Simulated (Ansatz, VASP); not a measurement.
One calculation of Si2W, two programs

```xyz
9
Lattice="4.5662 0.0000 0.0000 -2.2831 3.9544 0.0000 0.0000 0.0000 6.7881" Properties=species:S:1:pos:R:3 pbc="T T T"
Si    2.2831    2.4127    3.3940
Si   -0.9479    3.1836    5.6567
Si    0.9479    3.1836    1.1313
Si    0.0000    1.5417    3.3940
Si    3.2310    0.7709    5.6567
Si    1.3352    0.7709    1.1313
W    -1.1415    1.9772    1.1313
W     1.1415    1.9772    5.6567
W     2.2831    0.0000    3.3940
```

Alike in both runs: task single point; functional PBE; k mesh 9 × 9 × 6; occupations gaussian, width 0.03 eV; no spin polarisation.

|  | VASP | Ansatz |
| --- | --- | --- |
| version | VASP 6.6.1 | Ansatz 0.2.0 |
| potentials or method | VASP PAW PBE potentials, release 64 (Si, W_sv), cutoff 520 eV | scalar-relativistic, plane waves, PAW |
| valence electrons in the cell | 66 | 66 |

Ansatz gave:

- gap on the k mesh at the Fermi level (eV): 0.40
- least direct gap on the mesh (eV): 0.73
- pressure (GPa): 9.4
- traceless stress, the component that is largest in VASP (GPa): -8.69
- rms of the force components (eV/Å): 1.756

Q: Which values does VASP return?

A: gap on the k mesh at the Fermi level (eV): 0.40; least direct gap on the mesh (eV): 0.72; pressure (GPa): 9.4; traceless stress, the component that is largest in VASP (GPa): -8.64; rms of the force components (eV/Å): 1.756.

Atom by atom the forces differ by 0.000 eV/Å (rms over components).

Spin-orbit coupling is off throughout.
